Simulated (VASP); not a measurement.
## Bi: single point with revPBE

Bi:

```
Bi
1.0
     3.25601    0.00000    0.00000
     0.00000    3.25601    0.00000
     0.00000    0.00000    3.25601
Bi
1
Direct
  0.00000 0.00000 0.00000
```

This cell differs from its parent crystal: volume scaled by 0.96.

```json
{"Program": "VASP 6.6.1", "Task": "single point", "Functional": "revPBE", "Potentials or basis": "VASP PAW PBE potentials, release 64 (Bi_d)", "Cutoff": "520 eV", "k mesh": "11 × 11 × 11", "Occupations": "fermi-dirac, width 0.1 eV", "Spin": "no spin polarisation", "Dipole correction": "no", "Further INCAR settings": "ALGO = Normal; EDIFF = 1e-07; NBANDS = 14"}
```

| Quantity | Value |
| --- | --- |
| Pressure | 1.9 GPa |

Levels at points of the mesh, in eV from the Fermi level:
```tsv
k point	band 3	band 4	band 5	band 6	band 7	band 8	band 9	band 10	band 11	band 12
(0.00, 0.00, 0.00)	-22.63	-22.63	-22.63	-13.03	3.19	3.19	3.19	6.37	7.83	7.83
```

Run time: 27 s on 1 thread of AMD EPYC 7R13, on a shared host, peak memory 0.12 GiB.

Caveat: the PAW data sets were made with another functional, which shifts forces and pressure a little; spin-orbit coupling is left out, which moves the levels of the heavy elements.
